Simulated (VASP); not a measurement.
# SnO2: single point with PBE+D3(BJ)

Crystal: SnO2.

```
CELL_PARAMETERS angstrom
-3.23725 0.00000 0.00000
-1.61863 -2.80354 0.00000
-0.48559 -0.28035 12.62548
ATOMIC_POSITIONS crystal
Sn 0.61568 0.61568 0.50988
Sn 0.98301 0.98301 0.16995
Sn 0.24835 0.24835 0.84982
O 0.64183 0.64183 0.24841
O 0.90717 0.90717 0.92827
O 0.27450 0.27450 0.58834
O 0.58953 0.58953 0.77136
O 0.95686 0.95686 0.43143
O 0.32418 0.32418 0.09149
```

| Item | Value |
| --- | --- |
| Program | VASP 6.6.1 |
| Task | single point |
| Functional | PBE |
| Dispersion | D3(BJ) |
| Potentials or basis | VASP PAW PBE potentials, release 64 (Sn_d, O) |
| Cutoff | 520 eV |
| k mesh | 9 × 9 × 2 |
| Occupations | gaussian, width 0.05 eV |
| Spin | no spin polarisation |
| Dipole correction | no |
| Further INCAR settings | ALGO = Normal; EDIFF = 1e-07; NBANDS = 49 |

* Pressure: 1.5 GPa
* Largest force: 0.326 eV/Å
* Band gap on the k mesh: 1.43 eV, direct
* Dispersion energy per atom: -0.206 eV

Forces in eV/Å, atoms in the order of the input:
```
Sn   0.000  0.000  0.000
Sn   0.062  0.036  0.084
Sn  -0.062 -0.036 -0.084
O    0.023  0.013  0.058
O   -0.102 -0.059 -0.304
O    0.000  0.000  0.057
O   -0.023 -0.013 -0.058
O    0.000  0.000 -0.057
O    0.102  0.059  0.304
```

Stress tensor (GPa, compression positive):
```
 0.92 -0.88  0.85
-0.88  1.93  0.49
 0.85  0.49  1.74
```

Levels at points of the mesh, in eV from the valence-band top:
```csv
k point,band 36,band 37,band 38,band 39,band 40,band 41,band 42,band 43
"(0.00, 0.00, 0.00)",-1.21,-1.19,-1.09,0.00,1.43,2.99,3.19,5.36
"(0.00, 0.00, 0.50)",-1.20,-1.08,-0.75,-0.61,2.07,2.20,3.52,5.45
```

Run time: 6.5 min on 1 thread of Oxide Virtual Turin-like Processor, on a shared host, peak memory 0.32 GiB.

Caveat: spin-orbit coupling is left out, which moves the levels of the heavy elements. A hybrid or GW would open this gap; PBE tends to underestimate it.
